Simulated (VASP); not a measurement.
# WSe2 (R-3m) in VASP: single point with PBEsol

Aim: the single point of WSe2 with PBEsol.

Program: VASP 6.6.1. These are calculated values, not measurements. Logs are shortened: lines on timing, memory, paths and dates and some standing lists are left out, and cuts for length are marked.

**1. The cell of the first run**

Symmetry: R-3m, No. 166, trigonal system. The conventional cell has a = 3.235 Å, b = 3.235 Å, c = 19.469 Å, α = 90.00°, β = 90.00°, γ = 120.00°. Within 3.4 Å of W (site symmetry -3m) lie 6 Se at 2.54 Å and 6 W at 3.23 Å. Within 3.4 Å of Se (site symmetry 3m) lie 3 W at 2.54 Å and 6 Se at 3.23 Å.

**2. Single point, PBEsol, collinear spin**

File INCAR:

```
SYSTEM = WSe2
  ALGO = Normal
  EDIFF = 1E-6
  ENCUT = 500
  GGA = PS
  GGA_COMPAT = .FALSE.
  ISIF = 2
  ISMEAR = 0
  ISPIN = 2
  LASPH = .TRUE.
  LCHARG = .FALSE.
  LMAXMIX = 4
  LORBIT = 11
  LREAL = .FALSE.
  LWAVE = .FALSE.
  MAGMOM = 0.05 0 0
  NBANDS = 24
  NELM = 200
  PREC = Accurate
  SIGMA = 0.05
```

File KPOINTS:

```
k-points
0
G
  12 12 12
  0 0 0
```

File POSCAR:

```
WSe2
1.0
    1.6174804200      0.9338527559      6.4898293486
   -1.6174804200      0.9338527559      6.4898293486
    0.0000000000     -1.8677055118      6.4898293486
W Se
1 2
Direct
    0.0000000000      0.0000000000      0.0000000000
    0.2447873702      0.2447873702      0.2447873702
    0.7552126298      0.7552126298      0.7552126298
```

Potentials or basis: VASP PAW PBE potentials, release 64 (W_sv, Se).

Launch:

```
> cat potpaw_PBE.64/W_sv/POTCAR potpaw_PBE.64/Se/POTCAR > POTCAR
> mpirun -np 1 vasp_std > vasp.out
```

OUTCAR:

```text
SYSTEM = WSe2
   EDIFF = 1E-6
   ENCUT = 500
   GGA = PS
   ISIF = 2
   ISMEAR = 0
   ISPIN = 2
   LASPH = .TRUE.
   LORBIT = 11
   LREAL = .FALSE.
   NELM = 200
   PREC = Accurate

 ion  position               nearest neighbor table
   1  0.000  0.000  0.000-   3 2.54   3 2.54   2 2.54   2 2.54   3 2.54   2 2.54
   2  0.245  0.245  0.245-   1 2.54   1 2.54   1 2.54
   3  0.755  0.755  0.755-   1 2.54   1 2.54   1 2.54

  LATTYP: Found a trigonal (rhomboedric) cell.
 ALAT       =     6.7532369167
 COS(alpha) =     0.8852681258

  Lattice vectors:

 A1 = (   1.6174804200,   0.9338527559,   6.4898293486)
 A2 = (  -1.6174804200,   0.9338527559,   6.4898293486)
 A3 = (   0.0000000000,  -1.8677055118,   6.4898293486)

Analysis of symmetry for initial positions (statically):
=====================================================================
 Subroutine PRICEL returns:
 Original cell was already a primitive cell.

 Routine SETGRP: Setting up the symmetry group for a
 trigonal (rhombohedral) supercell.

 Subroutine GETGRP returns: Found 12 space group operations
 (whereof 12 operations were pure point group operations)
 out of a pool of 12 trial point group operations.

The static configuration has the point symmetry D_3d.

Analysis of symmetry for dynamics (positions and initial velocities):
=====================================================================
 Subroutine PRICEL returns:
 Original cell was already a primitive cell.

 Routine SETGRP: Setting up the symmetry group for a
 trigonal (rhombohedral) supercell.

 Subroutine GETGRP returns: Found 12 space group operations
 (whereof 12 operations were pure point group operations)
 out of a pool of 12 trial point group operations.

The dynamic configuration has the point symmetry D_3d.

Analysis of structural, dynamic, and magnetic symmetry:
=====================================================================
 Subroutine PRICEL returns:
 Original cell was already a primitive cell.

 Routine SETGRP: Setting up the symmetry group for a
 trigonal (rhombohedral) supercell.

 Subroutine GETGRP returns: Found 12 space group operations
 (whereof 12 operations were pure point group operations)
 out of a pool of 12 trial point group operations.

The overall configuration has the point symmetry D_3d.

[... 116 lines left out ...]
   EFERMI_NEDOS =   21; number of points for ismear=-14 and -15
   IALGO  =     38    algorithm
   IMIX   =      4    mixing-type and parameters
     AMIX     =   0.40;   BMIX     =  1.00
     AMIX_MAG =   1.60;   BMIX_MAG =  1.00
  volume/ion in A,a.u.               =      19.61       132.31
  Fermi-wavevector in a.u.,A,eV,Ry     =   1.247092  2.356663 21.160317  1.555239
  Thomas-Fermi vector in A             =   2.381240
   LORBIT       =     11    0 simple, 1 ext, 2 COOP (PROOUT), +10 PAW based schemes
   GGA     = PS    functional components
   LHFCALC =     F    Hartree Fock is set to
   AEXX    =    0.0000 exact exchange contribution
   IVDW    =     0    specifies the selected vdW correction
   LEPSILON=     F    determine dielectric tensor
   LRPA    =     F    only Hartree local field effects (RPA)
 spin polarized calculation
 Gauss-broadening in eV      SIGMA  =   0.05
  energy-cutoff  :      500.00
  volume of cell :       58.82
 maximum number of plane-waves:      1510
 NGX is ok and might be reduce to    50
   NGX = 25   NGY = 25   NGZ = 25

 number of electron      26.0000000 magnetization      -0.0000541

 number of electron      26.0000000 magnetization       0.0000028

 Free energy of the ion-electron system (eV)
  ---------------------------------------------------
  ext. energy  EPLUGINS =         0.00000000
  ---------------------------------------------------
  free energy    TOTEN  =       -22.55108345 eV

  energy without entropy =      -22.54983284  energy(sigma->0) =      -22.55045814

 E-fermi :   6.9230     XC(G=0): -11.1359

 val. band max:        6.9118968530   @ k =   0.5000   0.3333   0.1667
 cond. band min:       6.9232171575   @ k =  -0.1667   0.5000   0.0833
 fundamental gap:      0.0113203045
 Fermi energy:         6.9230408976

 spin component 1

 k-point     1 :       0.0000    0.0000    0.0000
  band No.  band energies     occupation
      1     -67.7482      1.00000
      2     -31.9623      1.00000
      3     -31.8773      1.00000
      4     -31.8773      1.00000
      5      -8.8882      1.00000
      6      -7.3692      1.00000
[... 637 lines left out ...]
     23      17.8515      0.00000
     24      18.4285      0.00000

 [... further k-points ...]

 spin component 2

 k-point     1 :       0.0000    0.0000    0.0000
  band No.  band energies     occupation
      1     -67.7482      1.00000
      2     -31.9623      1.00000
      3     -31.8773      1.00000
      4     -31.8773      1.00000
      5      -8.8882      1.00000
      6      -7.3692      1.00000
[... 637 lines left out ...]
     23      17.8515      0.00000
     24      18.4285      0.00000

 [... further k-points ...]
[... 5 lines left out ...]
  --------------------------------------------------------------------------------------
  -------------------------------------------------------------------------------------
  Total        0.1311718      0.1311718      0.1666879     -0.0000000     -0.0000000     -0.0000000
  in kB        3.5731328      3.5731328      4.5405944     -0.0000000     -0.0000000     -0.0000000
  external PRESSURE =       3.8956200 kB  Pullay stress =       0.0000000 kB

 VOLUME and BASIS-vectors are now :
 -----------------------------------------------------------------------------
  energy-cutoff  :      500.00
  volume of cell :       58.82
      direct lattice vectors                 reciprocal lattice vectors
     1.617480420  0.933852756  6.489829349     0.309122753  0.178472105  0.051362419
    -1.617480420  0.933852756  6.489829349    -0.309122753  0.178472105  0.051362419
     0.000000000 -1.867705512  6.489829349     0.000000000 -0.356944209  0.051362419

 POSITION                                       TOTAL-FORCE (eV/Angst)
 -----------------------------------------------------------------------------------
      0.00000      0.00000      0.00000        -0.000000     -0.000000     -0.000000
      0.00000      0.00000      4.76588         0.000000     -0.000000     -0.051705
      0.00000      0.00000     14.70360         0.000000      0.000000      0.051705
 -----------------------------------------------------------------------------------
    total drift:                                0.000000      0.000000     -0.000000

  FREE ENERGIE OF THE ION-ELECTRON SYSTEM (eV)
  ---------------------------------------------------
  free  energy   TOTEN  =       -22.5510834452 eV

  energy  without entropy=      -22.5498328384  energy(sigma->0) =      -22.55045814

 total charge

# of ion       s       p       d       tot
------------------------------------------
    1        2.312   6.278   3.401  11.991
    2        1.483   2.309   0.077   3.869
    3        1.483   2.309   0.077   3.869
--------------------------------------------------
tot          5.277  10.897   3.555  19.729

 magnetization (x)

# of ion       s       p       d       tot
------------------------------------------
    1        0.000  -0.000   0.000   0.000
    2        0.000  -0.000   0.000  -0.000
    3        0.000  -0.000   0.000  -0.000
--------------------------------------------------
tot          0.000  -0.000   0.000   0.000
```

OSZICAR:

```text
N       E                     dE             d eps       ncg     rms          rms(c)
DAV:   1     0.191487521336E+03    0.19149E+03   -0.11768E+04 18152   0.101E+03
DAV:   2    -0.142570241800E+02   -0.20574E+03   -0.19716E+03 21088   0.292E+02
DAV:   3    -0.234190070764E+02   -0.91620E+01   -0.90743E+01 22968   0.584E+01
DAV:   4    -0.235029448410E+02   -0.83938E-01   -0.83922E-01 19776   0.618E+00
DAV:   5    -0.235037433292E+02   -0.79849E-03   -0.79848E-03 23072   0.611E-01    0.216E+01
DAV:   6    -0.228258220504E+02    0.67792E+00   -0.50743E+00 19960   0.118E+01    0.782E+00
DAV:   7    -0.226679762447E+02    0.15785E+00   -0.22862E+00 19072   0.647E+00    0.522E+00
DAV:   8    -0.225518034539E+02    0.11617E+00   -0.46489E-01 20312   0.345E+00    0.735E-01
DAV:   9    -0.225513482908E+02    0.45516E-03   -0.16310E-02 21720   0.690E-01    0.412E-01
DAV:  10    -0.225510656851E+02    0.28261E-03   -0.11809E-03 20504   0.249E-01    0.957E-02
DAV:  11    -0.225510798371E+02   -0.14152E-04   -0.11674E-04 20920   0.576E-02    0.754E-02
DAV:  12    -0.225510809884E+02   -0.11514E-05   -0.61611E-06 22000   0.151E-02    0.343E-02
DAV:  13    -0.225510832017E+02   -0.22132E-05   -0.73870E-06 20312   0.181E-02    0.818E-03
DAV:  14    -0.225510834452E+02   -0.24354E-06   -0.66181E-07 11680   0.544E-03
   1 F= -.22551083E+02 E0= -.22550458E+02  d E =-.125061E-02  mag=     0.0000
```

Wall time 28 min (1 thread of Intel Xeon Platinum 8488C (Sapphire Rapids), shared host); peak memory 0.69 GiB.

Results:

```
Free energy                                           : -22.5511 eV
Pressure                                              : 0.4 GPa
Largest force                                         : 0.052 eV/Å
Band gap on the k mesh                                : zero (filled and empty bands overlap)
Net moment                                            : 0.00 μB per cell
Valence electrons inside the program's atomic spheres : W 11.99; Se 3.87
```

Forces on the atoms (eV/Å):
```
W    0.000  0.000  0.000
Se   0.000  0.000 -0.052
Se   0.000  0.000  0.052
```

Caveat: the PAW data sets were made with another functional, which shifts forces and pressure a little; spin-orbit coupling is left out, which moves the levels of the heavy elements.
